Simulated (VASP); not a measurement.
Pd: single point with PBE

The system is Pd.

```
Pd
1.0
     0.00000    2.03482    2.03482
     2.03482    0.00000    2.03482
     2.03482    2.03482    0.00000
Pd
1
Direct
  0.00000 0.00000 0.00000
```

This cell differs from its parent crystal: volume scaled by 1.10.

```
Program                : VASP 6.6.1
Task                   : single point
Functional             : PBE
Potentials or basis    : VASP PAW PBE potentials, release 64 (Pd)
Cutoff                 : 520 eV
k mesh                 : 18 × 18 × 18
Occupations            : gaussian, width 0.1 eV
Spin                   : no spin polarisation
Dipole correction      : no
Further INCAR settings : ALGO = Fast; EDIFF = 1e-06; NBANDS = 11
```

```json
{"Pressure": "-12.5 GPa", "Band gap on the k mesh": "zero (band 5 reaches 7.91 eV, above the bottom of band 6 at 6.65 eV)"}
```

Levels at points of the mesh, in eV from the Fermi level:
```tsv
k point	band 1	band 2	band 3	band 4	band 5	band 6	band 7	band 8	band 9	band 10
(0.00, 0.00, 0.00)	-6.15	-2.28	-2.28	-2.28	-0.99	-0.99	17.05	21.08	21.08	21.08
(0.50, 0.00, 0.00)	-4.33	-2.31	-2.31	-0.03	-0.03	1.31	6.35	16.38	19.78	19.78
(0.50, 0.50, 0.00)	-4.35	-4.12	-0.05	0.22	0.22	3.38	9.48	12.49	12.49	19.68
```

Run time: 29 s on 1 thread of Intel(R) Xeon(R) Platinum 8488C (Sapphire Rapids) (shared host), peak memory 0.16 GiB.
